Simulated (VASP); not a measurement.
The system is GaN (zincblende type).

```xyz
2
Lattice="0.0000 2.1671 2.1671 2.1671 0.0000 2.1671 2.1671 2.1671 0.0000" Properties=species:S:1:pos:R:3 pbc="T T T"
Ga    0.0000    0.0000    0.0000
N     1.0835    1.0835    1.0835
```

- Program: VASP 6.6.1
- Task: relaxation of cell and atoms
- Functional: PBE
- Potentials or basis: VASP PAW PBE potentials, release 64 (Ga_d, N)
- Cutoff: 600 eV
- k mesh: 13 × 13 × 13
- Occupations: fermi-dirac, width 0.02 eV
- Spin: no spin polarisation

At the start: pressure 33.9 GPa; volume 10.18 Å³/atom.

Question: How do energy, volume and symmetry change on relaxing?

Answer: Over 4 steps the energy falls by 147.5 meV/atom and the volume is 11.77 Å³/atom (+15.6 %); space group F-43m (No. 216, to 0.1 Å) before and after.

Step by step:
| step | energy change (eV) | largest force (eV/Å) | pressure (GPa) | volume (Å³) |
| --- | --- | --- | --- | --- |
| 1 | 0.0000 | 0.0000 | 33.92 | 20.35 |
| 2 | -0.0418 | 0.0000 | -18.30 | 27.38 |
| 3 | -0.2949 | 0.0000 | -0.41 | 23.61 |
| 4 | -0.2950 | 0.0000 | 0.03 | 23.54 |

Final structure:
```
Ga N
1.0
     0.00000    2.27468    2.27468
     2.27468    0.00000    2.27468
     2.27468    2.27468    0.00000
Ga N
1 1
Direct
  0.00000 0.00000 0.00000
  0.25000 0.25000 0.25000
```

Caveat: the volume moved by over 15 % at a fixed basis, so the end points are rough.
